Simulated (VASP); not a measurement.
Wanted: the native input for a VASP 6.6.1 run.

* Task: single point
* Functional: r2SCAN
* Potentials or basis: VASP PAW PBE potentials, release 64 (Co)
* Cutoff: 520 eV
* k mesh: 12 × 12 × 7
* Occupations: fermi-dirac, width 0.05 eV
* Spin: collinear spin, ferromagnetic start
* Starting moments: [2.0, 2.0] μB
* Dipole correction: no
* Further INCAR settings: ALGO = Normal; EDIFF = 1e-06; NBANDS = 20

The system is Co.

```xyz
2
Lattice="2.5361 0.0000 0.0000 -1.2681 2.1964 0.0000 0.0000 0.0000 4.1430" Properties=species:S:1:pos:R:3 pbc="T T T"
Co    0.0000    1.4642    3.0664
Co    1.2681    0.7321    1.0766
```

The input as run:

POSCAR

```
Co
1.0
    2.5361491194      0.0000000000      0.0000000000
   -1.2680745597      2.1963695652      0.0000000000
    0.0000000000      0.0000000000      4.1429820789
Co
2
Direct
    0.3333333333      0.6666666667      0.7401390000
    0.6666666667      0.3333333333      0.2598610000
```

INCAR.step1

```
SYSTEM = Co
PREC     = Accurate       ! precision mode
ENCUT    = 520            ! plane-wave cutoff, eV
ISMEAR   = -1             ! smearing method
SIGMA    = 0.05           ! smearing width, eV
LREAL    = .False.        ! projectors in reciprocal space
LASPH    = .True.         ! aspherical terms in the spheres
NELM     = 150            ! most SCF steps
ISPIN    = 2              ! spin polarisation
MAGMOM   = 2 2            ! initial moments
LMAXMIX  = 4              ! l up to which the mixer works
NBANDS   = 20             ! bands
GGA      = PE             ! functional
ALGO     = Normal         ! electronic algorithm
EDIFF    = 1E-4           ! SCF threshold, eV
LWAVE    = .True.         ! write WAVECAR
LCHARG   = .False.        ! write CHGCAR
```

INCAR.step2

```
SYSTEM = Co
PREC     = Accurate       ! precision mode
ENCUT    = 520            ! plane-wave cutoff, eV
EDIFF    = 1E-6           ! SCF threshold, eV
ISMEAR   = -1             ! smearing method
SIGMA    = 0.05           ! smearing width, eV
LREAL    = .False.        ! projectors in reciprocal space
LASPH    = .True.         ! aspherical terms in the spheres
NELM     = 150            ! most SCF steps
ALGO     = Normal         ! electronic algorithm
ISIF     = 2              ! what is computed and relaxed
LWAVE    = .False.        ! write WAVECAR
LCHARG   = .True.         ! write CHGCAR
ISPIN    = 2              ! spin polarisation
MAGMOM   = 2 2            ! initial moments
LORBIT   = 11             ! projections on sites
LMAXMIX  = 4              ! l up to which the mixer works
METAGGA  = R2SCAN         ! meta-GGA
LMIXTAU  = .True.       
LELF     = .True.         ! ELF
LVHAR    = .True.       
NBANDS   = 20             ! bands
ISTART   = 1
```

KPOINTS

```
Automatic mesh
0
Gamma
  12 12 7
  0 0 0
```

Potentials or basis: VASP PAW PBE potentials, release 64 (Co).

Run with:

```bash
$ cat potpaw_PBE.64/Co/POTCAR > POTCAR
$ cp INCAR.step1 INCAR
$ mpirun -np 1 vasp_std > vasp.out
$ cp INCAR.step2 INCAR
$ mpirun -np 1 vasp_std > vasp.out
```

It gave:

The pressure is -14.2 GPa, the largest force is 0.024 eV/Å and the net moment is 3.60 μB per cell. The site moments are Co +1.88 μB and the valence electrons inside the program's atomic spheres are Co 8.18.

Caveat: the cell stands under tension; the PAW data sets were made with another functional, which shifts forces and pressure a little.

Wall time 5 min on 1 thread of Intel(R) Xeon(R) Platinum 8375C CPU @ 2.90GHz (Ice Lake), on a shared host, peak memory 0.21 GiB.
